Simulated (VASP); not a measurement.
# Mo (Im-3m) in VASP: further runs

The runs below take Mo through single point, with RPBE.

All numbers are computed with VASP 6.6.1; they aren't measurements. Logs are shortened: lines on timing, memory, paths and dates and some standing lists are left out, and cuts for length are marked.

## Step 1: The cell of the first run

The structure is cubic, space group Im-3m (No. 229). Conventional cell: a = 3.168 Å, b = 3.168 Å, c = 3.168 Å, α = 90.00°, β = 90.00°, γ = 90.00°. Within 3.6 Å of Mo (site symmetry m-3m) lie 14 Mo at 2.74 to 3.17 Å.

## Step 2: Single point, RPBE

Contents of INCAR:

```
ALGO = Normal
EDIFF = 1E-6
ENCUT = 520
GGA = RP
ISIF = 2
ISMEAR = 0
LASPH = T
LCHARG = F
LREAL = F
LWAVE = F
NBANDS = 13
NELM = 60
PREC = Accurate
SIGMA = 0.1
```

Contents of KPOINTS:

```
k-points
0
Gamma
  8 8 8
```

Contents of POSCAR:

```
Mo
1.0
   -1.5838089700      1.5838089700      1.5838089700
    1.5838089700     -1.5838089700      1.5838089700
    1.5838089700      1.5838089700     -1.5838089700
Mo
1
Direct
    0.0000000000      0.0000000000      0.0000000000
```

Potentials or basis: VASP PAW PBE potentials, release 64 (Mo_sv).

Run with:

```bash
$ cat potpaw_PBE.64/Mo_sv/POTCAR > POTCAR
$ mpirun -np 1 vasp_std > vasp.out
```

OUTCAR:

```text
EDIFF = 1E-6
   ENCUT = 520
   GGA = RP
   ISIF = 2
   ISMEAR = 0
   LASPH = T
   LREAL = F
   NELM = 60
   PREC = Accurate

 ion  position               nearest neighbor table
   1  0.000  0.000  0.000-

  LATTYP: Found a body centered cubic cell.
 ALAT       =     3.1676179400

  Lattice vectors:

 A1 = (  -1.5838089700,   1.5838089700,   1.5838089700)
 A2 = (   1.5838089700,  -1.5838089700,   1.5838089700)
 A3 = (   1.5838089700,   1.5838089700,  -1.5838089700)

Analysis of symmetry for initial positions (statically):
=====================================================================
 Subroutine PRICEL returns:
 Original cell was already a primitive cell.

 Routine SETGRP: Setting up the symmetry group for a
 body centered cubic supercell.

 Subroutine GETGRP returns: Found 48 space group operations
 (whereof 48 operations were pure point group operations)
 out of a pool of 48 trial point group operations.

The static configuration has the point symmetry O_h .

Analysis of symmetry for dynamics (positions and initial velocities):
=====================================================================
 Subroutine PRICEL returns:
 Original cell was already a primitive cell.

 Routine SETGRP: Setting up the symmetry group for a
 body centered cubic supercell.

 Subroutine GETGRP returns: Found 48 space group operations
 (whereof 48 operations were pure point group operations)
 out of a pool of 48 trial point group operations.

The dynamic configuration has the point symmetry O_h .

 Subroutine INISYM returns: Found 48 space group operations
 (whereof 48 operations are pure point group operations),
 and found     1 'primitive' translations

----------------------------------------------------------------------------------------

                                     Primitive cell

  volume of cell :      15.8916

  direct lattice vectors                    reciprocal lattice vectors
    -1.583808970  1.583808970  1.583808970     0.000000000  0.315694638  0.315694638
     1.583808970 -1.583808970  1.583808970     0.315694638  0.000000000  0.315694638
     1.583808970  1.583808970 -1.583808970     0.315694638  0.315694638  0.000000000

  length of vectors
     2.743237606  2.743237606  2.743237606     0.446459639  0.446459639  0.446459639

  position of ions in fractional coordinates (direct lattice)
     0.000000000  0.000000000  0.000000000

  ion indices of the primitive-cell ions
   primitive index   ion index
                 1           1

----------------------------------------------------------------------------------------

 KPOINTS: k-points

Automatic generation of k-mesh.
 Grid dimensions read from file:
 generate k-points for:    8    8    8

 Generating k-lattice:

  Cartesian coordinates                     Fractional coordinates (reciprocal lattice)
     0.000000000  0.039461830  0.039461830     0.125000000  0.000000000  0.000000000
     0.039461830  0.000000000  0.039461830     0.000000000  0.125000000  0.000000000
     0.039461830  0.039461830  0.000000000     0.000000000  0.000000000  0.125000000

  Length of vectors
     0.055807455  0.055807455  0.055807455

  Shift w.r.t. Gamma in fractional coordinates (k-lattice)
     0.000000000  0.000000000  0.000000000

 Subroutine IBZKPT returns following result:
 ===========================================

 Found     29 irreducible k-points:

 Following reciprocal coordinates:
            Coordinates               Weight
  0.000000  0.000000  0.000000      1.000000
  0.125000  0.000000  0.000000     12.000000
  0.250000  0.000000  0.000000     12.000000
  0.375000  0.000000  0.000000     12.000000
  0.500000  0.000000  0.000000      6.000000
  0.125000  0.125000  0.000000     24.000000
[... 16 lines left out ...]
 -0.250000  0.250000  0.250000      6.000000
 -0.375000  0.375000  0.250000     24.000000
 [... further k-points ...]
   k-points           NKPTS =     29   k-points in BZ     NKDIM =     29   number of bands    NBANDS=     13
   number of dos      NEDOS =    301   number of ions     NIONS =      1
   total plane-waves  NPLWV =   8000
   dimension x,y,z NGX =    20 NGY =   20 NGZ =   20
   dimension x,y,z NGXF=    40 NGYF=   40 NGZF=   40
   ions per type =               1
   NGX,Y,Z   is equivalent  to a cutoff of  12.12, 12.12, 12.12 a.u.
   NGXF,Y,Z  is equivalent  to a cutoff of  24.24, 24.24, 24.24 a.u.
 SYSTEM =  unknown system
   PREC   = accura    normal or accurate (medium, high low for compatibility)
   ISTART =      0    job   : 0-new  1-cont  2-samecut
   ICHARG =      2    charge: 1-file 2-atom 10-const
   ISPIN  =      1    spin polarized calculation?
   LNONCOLLINEAR =      F non collinear calculations
   LSORBIT =      F    spin-orbit coupling
   LASPH  =      T    aspherical Exc in radial PAW
   ENCUT  =  520.0 eV  38.22 Ry    6.18 a.u.   5.10  5.10  5.10*2*pi/ulx,y,z
   NELM   =     60;   NELMIN=  2; NELMDL= -5     # of ELM steps
   EDIFF  = 0.1E-05   stopping-criterion for ELM
   LREAL  =      F    real-space projection
   EDIFFG = 0.1E-04   stopping-criterion for IOM
   NSW    =      0    number of steps for IOM
   IBRION =     -1    ionic relax: 0-MD 1-quasi-New 2-CG
   NFREE  =      0    steps in history (QN), initial steepest desc. (CG)
   ISIF   =      2    stress and relaxation
   ISYM   =      2    0-nonsym 1-usesym 2-fastsym
   POTIM  = 0.5000    time-step for ionic-motion
   TEBEG  =    0.0;   TEEND  =   0.0 temperature during run
   PSTRESS=    0.0 pullay stress
   NELECT =      14.0000    total number of electrons
   NUPDOWN=      -1.0000    fix difference up-down
   EMIN   =  10.00;   EMAX   =-10.00  energy-range for DOS
   EFERMI =   0.00;   METHOD = LEGACY
   ISMEAR =     0;   SIGMA  =   0.10  broadening in eV -4-tet -1-fermi 0-gaus
   EFERMI_NEDOS =   21; number of points for ismear=-14 and -15
   IALGO  =     38    algorithm
   IMIX   =      4    mixing-type and parameters
     AMIX     =   0.40;   BMIX     =  1.00
     AMIX_MAG =   1.60;   BMIX_MAG =  1.00
  volume/ion in A,a.u.               =      15.89       107.24
  Fermi-wavevector in a.u.,A,eV,Ry     =   1.569380  2.965698 33.510508  2.462953
  Thomas-Fermi vector in A             =   2.671271
   LORBIT       =      0    0 simple, 1 ext, 2 COOP (PROOUT), +10 PAW based schemes
   GGA     = RP    functional components
   LHFCALC =     F    Hartree Fock is set to
   AEXX    =    0.0000 exact exchange contribution
   IVDW    =     0    specifies the selected vdW correction
   LEPSILON=     F    determine dielectric tensor
   LRPA    =     F    only Hartree local field effects (RPA)
 non-spin polarized calculation
 Gauss-broadening in eV      SIGMA  =   0.10
  energy-cutoff  :      520.00
  volume of cell :       15.89
 maximum number of plane-waves:       439
   NGX = 11   NGY = 11   NGZ = 11

 number of electron      14.0000005 magnetization

 Free energy of the ion-electron system (eV)
  ---------------------------------------------------
  ext. energy  EPLUGINS =         0.00000000
  ---------------------------------------------------
  free energy    TOTEN  =       -10.34045316 eV

  energy without entropy =      -10.33626711  energy(sigma->0) =      -10.33836013

 E-fermi :  12.2781     XC(G=0): -13.2329

 val. band max:       12.2754673684   @ k =  -0.2500   0.2500   0.1250
 cond. band min:      12.3740805064   @ k =   0.3750   0.0000   0.0000
 fundamental gap:      0.0986131380
 Fermi energy:        12.2781212702

 k-point     1 :       0.0000    0.0000    0.0000
  band No.  band energies     occupation
      1     -48.9056      2.00000
      2     -22.2087      2.00000
      3     -22.2087      2.00000
      4     -22.2087      2.00000
      5       5.2376      2.00000
      6      11.0622      2.00000
      7      11.0622      2.00000
      8      11.0622      2.00000
      9      14.0339      0.00000
     10      14.0339      0.00000
     11      27.1997      0.00000
     12      27.1997      0.00000
     13      27.1997      0.00000

 k-point     2 :       0.1250    0.0000    0.0000
  band No.  band energies     occupation
      1     -48.8701      2.00000
      2     -22.4144      2.00000
      3     -22.2727      2.00000
      4     -22.2102      2.00000
      5       5.8853      2.00000
      6      10.7080      2.00000
      7      10.9746      2.00000
      8      11.6873      2.00000
      9      13.6125      0.00000
     10      14.0520      0.00000
     11      27.5967      0.00000
     12      28.2803      0.00000
     13      28.3116      0.00000

 k-point     3 :       0.2500    0.0000    0.0000
  band No.  band energies     occupation
      1     -48.7834      2.00000
      2     -22.8934      2.00000
      3     -22.4243      2.00000
      4     -22.2138      2.00000
      5       7.1897      2.00000
      6       9.9577      2.00000
      7      10.8599      2.00000
      8      13.4207      0.00000
      9      13.5125      0.00000
     10      14.1897      0.00000
     11      27.1330      0.00000
     12      28.3820      0.00000
     13      31.2572      0.00000

 k-point     4 :       0.3750    0.0000    0.0000
  band No.  band energies     occupation
      1     -48.6952      2.00000
      2     -23.3505      2.00000
      3     -22.5721      2.00000
      4     -22.2175      2.00000
      5       7.3853      2.00000
      6       9.3149      2.00000
      7      12.3741      0.17476
      8      13.9913      0.00000
      9      14.4837      0.00000
     10      15.7104      0.00000
     11      25.2271      0.00000
     12      25.5522      0.00000
     13      31.7133      0.00000

 k-point     5 :       0.5000    0.0000    0.0000
  band No.  band energies     occupation
      1     -48.6583      2.00000
      2     -23.5342      2.00000
      3     -22.6323      2.00000
      4     -22.2191      2.00000
      5       7.1805      2.00000
      6       9.0723      2.00000
      7      13.9627      0.00000
      8      14.0501      0.00000
      9      14.6662      0.00000
     10      17.0044      0.00000
     11      23.8016      0.00000
     12      24.3253      0.00000
     13      29.5828      0.00000
[... 257 lines left out ...]
 k-point    22 :       0.2500    0.2500    0.2500
  band No.  band energies     occupation
      1     -48.6393      2.00000
      2     -22.8792      2.00000
      3     -22.8792      2.00000
      4     -22.8792      2.00000
      5       9.8116      2.00000
      6       9.8116      2.00000
      7       9.8116      2.00000
      8      14.7862      0.00000
      9      14.7862      0.00000
     10      21.8846      0.00000
     11      23.7610      0.00000
     12      23.7610      0.00000
     13      23.7610      0.00000

 k-point    23 :      -0.2500    0.2500    0.2500
  band No.  band energies     occupation
      1     -48.6786      2.00000
      2     -22.9184      2.00000
      3     -22.6583      2.00000
      4     -22.6583      2.00000
      5       8.6880      2.00000
      6       9.8089      2.00000
      7      11.7854      2.00000
      8      11.7854      2.00000
      9      13.2455      0.00000
     10      15.7513      0.00000
     11      27.5131      0.00000
     12      30.4456      0.00000
     13      30.7641      0.00000

 k-point    24 :      -0.3750    0.3750    0.2500
  band No.  band energies     occupation
      1     -48.6033      2.00000
      2     -23.1934      2.00000
      3     -22.8185      2.00000
      4     -22.6974      2.00000
      5       8.5497      2.00000
      6       9.0973      2.00000
      7      11.7809      2.00000
      8      12.5999      0.00001
      9      15.2065      0.00000
     10      17.2984      0.00000
     11      26.0013      0.00000
     12      28.0124      0.00000
     13      29.1043      0.00000

 [... further k-points ...]

------------------------ aborting loop because EDIFF is reached ----------------------------------------

  FORCE on cell =-STRESS in cart. coord.  units (eV):
  Direction    XX          YY          ZZ          XY          YZ          ZX
  --------------------------------------------------------------------------------------
  -------------------------------------------------------------------------------------
  Total        0.2849622      0.2849622      0.2849622      0.0000000      0.0000000     -0.0000000
  in kB       28.7295945     28.7295945     28.7295945      0.0000000      0.0000000     -0.0000000
  external PRESSURE =      28.7295945 kB  Pullay stress =       0.0000000 kB

 VOLUME and BASIS-vectors are now :
 -----------------------------------------------------------------------------
  energy-cutoff  :      520.00
  volume of cell :       15.89
      direct lattice vectors                 reciprocal lattice vectors
    -1.583808970  1.583808970  1.583808970     0.000000000  0.315694638  0.315694638
     1.583808970 -1.583808970  1.583808970     0.315694638  0.000000000  0.315694638
     1.583808970  1.583808970 -1.583808970     0.315694638  0.315694638  0.000000000

 POSITION                                       TOTAL-FORCE (eV/Angst)
 -----------------------------------------------------------------------------------
      0.00000      0.00000      0.00000         0.000000      0.000000      0.000000
 -----------------------------------------------------------------------------------
    total drift:                                0.000000     -0.000000      0.000000

  FREE ENERGIE OF THE ION-ELECTRON SYSTEM (eV)
  ---------------------------------------------------
  free  energy   TOTEN  =       -10.3404531568 eV

  energy  without entropy=      -10.3362671055  energy(sigma->0) =      -10.33836013
```

Run time: 2.4 s. Hardware: 1 thread of Intel Xeon 6975P-C (Granite Rapids), shared host; peak memory 0.12 GiB.

What came out:

```
Free energy            : -10.3405 eV
Pressure               : 2.9 GPa
Band gap on the k mesh : zero (band 7 reaches 16.27 eV, above the bottom of band 8 at 11.06 eV)
```

Caveat: the PAW data sets were made with another functional, which shifts forces and pressure a little.

## Step 3: Single point, RPBE

This run uses another cell than the first one, of 15.99 Å³/atom, 1.006 times its volume.

Contents of INCAR:

```
PREC = Accurate ; ENCUT = 520
EDIFF = 1E-6 ; ISMEAR = 0
SIGMA = 0.1 ; LREAL = F
LASPH = T ; NELM = 100
ALGO = Fast ; ISIF = 2
LWAVE = F ; LCHARG = T
GGA = RP ; LELF = T
LVHAR = T ; NBANDS = 13
```

Contents of KPOINTS:

```
regular mesh
0
Gamma
  16 16 16
```

Contents of POSCAR:

```
Mo
1.0
   -1.5871337773      1.5871337773      1.5871337773
    1.5871337773     -1.5871337773      1.5871337773
    1.5871337773      1.5871337773     -1.5871337773
Mo
1
Direct
    0.0000000000      0.0000000000      0.0000000000
```

Potentials or basis: VASP PAW PBE potentials, release 64 (Mo_sv).

Run with:

```bash
$ cat potpaw_PBE.64/Mo_sv/POTCAR > POTCAR
$ mpirun -np 1 vasp_std > vasp.out
```

OUTCAR:

```text
PREC = Accurate
   ENCUT = 520
   EDIFF = 1E-6
   ISMEAR = 0
   LREAL = F
   LASPH = T
   NELM = 100
   ISIF = 2
   GGA = RP

 ion  position               nearest neighbor table
   1  0.000  0.000  0.000-

  LATTYP: Found a body centered cubic cell.
 ALAT       =     3.1742675546

  Lattice vectors:

 A1 = (  -1.5871337773,   1.5871337773,   1.5871337773)
 A2 = (   1.5871337773,  -1.5871337773,   1.5871337773)
 A3 = (   1.5871337773,   1.5871337773,  -1.5871337773)

Analysis of symmetry for initial positions (statically):
=====================================================================
 Subroutine PRICEL returns:
 Original cell was already a primitive cell.

 Routine SETGRP: Setting up the symmetry group for a
 body centered cubic supercell.

 Subroutine GETGRP returns: Found 48 space group operations
 (whereof 48 operations were pure point group operations)
 out of a pool of 48 trial point group operations.

The static configuration has the point symmetry O_h .

[... 164 lines left out ...]
 Fermi energy:        12.2945729775

 k-point     1 :       0.0000    0.0000    0.0000
  band No.  band energies     occupation
      1     -48.9861      2.00000
      2     -22.3040      2.00000
      3     -22.3040      2.00000
      4     -22.3040      2.00000
      5       5.1601      2.00000
      6      10.9850      2.00000
      7      10.9850      2.00000
      8      10.9850      2.00000
      9      13.9333      0.00000
     10      13.9333      0.00000
     11      27.0901      0.00000
     12      27.0901      0.00000
     13      27.0901      0.00000
[... 354 lines left out ...]
  band No.  band energies     occupation
      1     -48.7732      2.00000
      2     -23.3237      2.00000
      3     -22.7261      2.00000
      4     -22.4162      2.00000
      5       8.2199      2.00000
      6       9.4761      2.00000
      7      10.5200      2.00000
      8      13.3751      0.00000
      9      14.6534      0.00000
     10      16.7793      0.00000
     11      25.3177      0.00000
     12      26.7436      0.00000
     13      29.6427      0.00000

 [... further k-points ...]

------------------------ aborting loop because EDIFF is reached ----------------------------------------

  FORCE on cell =-STRESS in cart. coord.  units (eV):
  Direction    XX          YY          ZZ          XY          YZ          ZX
  --------------------------------------------------------------------------------------
  -------------------------------------------------------------------------------------
  Total        0.0541177      0.0541177      0.0541177      0.0000000      0.0000000      0.0000000
  in kB        5.4218772      5.4218772      5.4218772      0.0000000      0.0000000      0.0000000
  external PRESSURE =       5.4218772 kB  Pullay stress =       0.0000000 kB

 VOLUME and BASIS-vectors are now :
 -----------------------------------------------------------------------------
  energy-cutoff  :      520.00
  volume of cell :       15.99
      direct lattice vectors                 reciprocal lattice vectors
    -1.587133777  1.587133777  1.587133777     0.000000000  0.315033305  0.315033305
     1.587133777 -1.587133777  1.587133777     0.315033305  0.000000000  0.315033305
     1.587133777  1.587133777 -1.587133777     0.315033305  0.315033305  0.000000000

 POSITION                                       TOTAL-FORCE (eV/Angst)
 -----------------------------------------------------------------------------------
      0.00000      0.00000      0.00000        -0.000000      0.000000      0.000000
 -----------------------------------------------------------------------------------
    total drift:                                0.000000      0.000000      0.000000

  FREE ENERGIE OF THE ION-ELECTRON SYSTEM (eV)
  ---------------------------------------------------
  free  energy   TOTEN  =       -10.3668496153 eV

  energy  without entropy=      -10.3646973115  energy(sigma->0) =      -10.36577346
```

Run time: 9.1 s. Hardware: 1 thread of Intel Xeon 6975P-C (Granite Rapids), shared host; peak memory 0.14 GiB.

What came out:

```
Free energy            : -10.3668 eV
Pressure               : 0.5 GPa
Band gap on the k mesh : zero (band 7 reaches 16.15 eV, above the bottom of band 8 at 10.98 eV)
```

Caveat: the PAW data sets were made with another functional, which shifts forces and pressure a little.
